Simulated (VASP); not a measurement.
Crystal: ZrB2.

```
Zr B
1.0
     3.17000    0.00000    0.00000
    -1.58500    2.74530    0.00000
     0.00000    0.00000    3.53300
Zr B
1 2
Cartesian
  0.0000 0.0000 0.0000
  1.5850 0.9151 1.7665
  0.0000 1.8302 1.7665
```

| Item | Value |
| --- | --- |
| Program | VASP 6.6.1 |
| Task | relaxation of cell and atoms |
| Functional | RPBE |
| Dispersion | D3(BJ) |
| Potentials or basis | VASP PAW PBE potentials, release 64 (Zr_sv, B) |
| Cutoff | 600 eV |
| k mesh | 10 × 10 × 8 |
| Occupations | fermi-dirac, width 0.05 eV |
| Spin | no spin polarisation |

At the start: pressure -31.0 GPa; volume 10.25 Å³/atom.

Question: How do energy, volume and symmetry change on relaxing?

Answer: Over 9 steps the energy falls by 127.7 meV/atom and the volume is 9.05 Å³/atom (-11.7 %); space group P6/mmm (No. 191, to 0.05 Å).

Step by step:
| step | energy change (eV) | largest force (eV/Å) | pressure (GPa) | volume (Å³) |
| --- | --- | --- | --- | --- |
| 1 | 0.0000 | 0.0000 | -30.98 | 30.75 |
| 2 | 0.5510 | 0.0000 | 77.60 | 22.74 |
| 3 | -0.3810 | 0.0000 | -1.86 | 27.33 |
| 4 | -0.3820 | 0.0000 | -0.31 | 27.19 |
| 5 | -0.3819 | 0.0000 | 0.47 | 27.13 |
| 6 | -0.3829 | 0.0000 | 0.56 | 27.11 |
| 7 | -0.3829 | 0.0000 | 0.55 | 27.11 |
| 8 | -0.3828 | 0.0000 | -0.68 | 27.22 |
| 9 | -0.3830 | 0.0000 | 0.02 | 27.16 |

Final structure:
```yaml
crystal:
  lattice:
    - [3.04725, 0.00000, 0.00000]
    - [-1.52363, 2.63900, 0.00000]
    - [0.00000, 0.00000, 3.37715]
  atoms:
    - { symbol: Zr, position: [0.00000, 0.00000, 0.00000] }
    - { symbol: B, position: [0.66667, 0.33333, 0.50000] }
    - { symbol: B, position: [0.33333, 0.66667, 0.50000] }
```

Caveat: the PAW data sets were made with another functional, which shifts forces and pressure a little; the volume moved by -12 % from the deposited cell, more than functionals usually miss; pairwise dispersion overbinds metals, which lowers pressure and volume.
